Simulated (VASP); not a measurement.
Write the native input for VASP 6.6.1 that does the following.

- Task: single point
- Functional: PBE
- Potentials or basis: VASP PAW PBE potentials, release 64 (Ta_pv, Si)
- Cutoff: 520 eV
- k mesh: 9 × 9 × 6
- Occupations: gaussian, width 0.1 eV
- Spin: no spin polarisation
- Dipole correction: no
- Further INCAR settings: ALGO = Normal; EDIFF = 1e-06; NBANDS = 38

The structure of TaSi2 lies in POSCAR:

```
TaSi2
1.0
    4.8055146153      0.0000000000      0.0000000000
   -2.4027573077      4.1616977352      0.0000000000
    0.0000000000      0.0000000000      6.5972349534
Ta Si
3 6
Direct
    0.5000000000      0.5000000000      0.1666666667
    0.5000000000      0.0000000000      0.8333333333
    0.0000000000      0.5000000000      0.5000000000
    0.3178363170      0.1589181585      0.5000000000
    0.1589181585      0.3178363170      0.8333333333
    0.1589181585      0.8410818415      0.1666666667
    0.6821636830      0.8410818415      0.5000000000
    0.8410818415      0.6821636830      0.8333333333
    0.8410818415      0.1589181585      0.1666666667
```

One way to write it, as run:

INCAR

```
ALGO = Normal
EDIFF = 1E-6
ENCUT = 520
GGA = PE
ISIF = 2
ISMEAR = 0
LASPH = True
LCHARG = False
LREAL = False
LWAVE = False
NBANDS = 38
NELM = 100
PREC = Accurate
SIGMA = 0.1
```

KPOINTS

```
k-points
0
Gamma
  9 9 6
```

Potentials or basis: VASP PAW PBE potentials, release 64 (Ta_pv, Si).

Command:

```console
$ cat potpaw_PBE.64/Ta_pv/POTCAR potpaw_PBE.64/Si/POTCAR > POTCAR
$ mpirun -np 1 vasp_std > vasp.out
```

Results of the run:

```json
{
  "Pressure": "0.1 GPa",
  "Largest force": "0.005 eV/Å"
}
```

It took 2.5 min on 1 thread of Intel(R) Xeon(R) Platinum 8375C CPU @ 2.90GHz (Ice Lake) (shared host), peak memory 0.35 GiB.
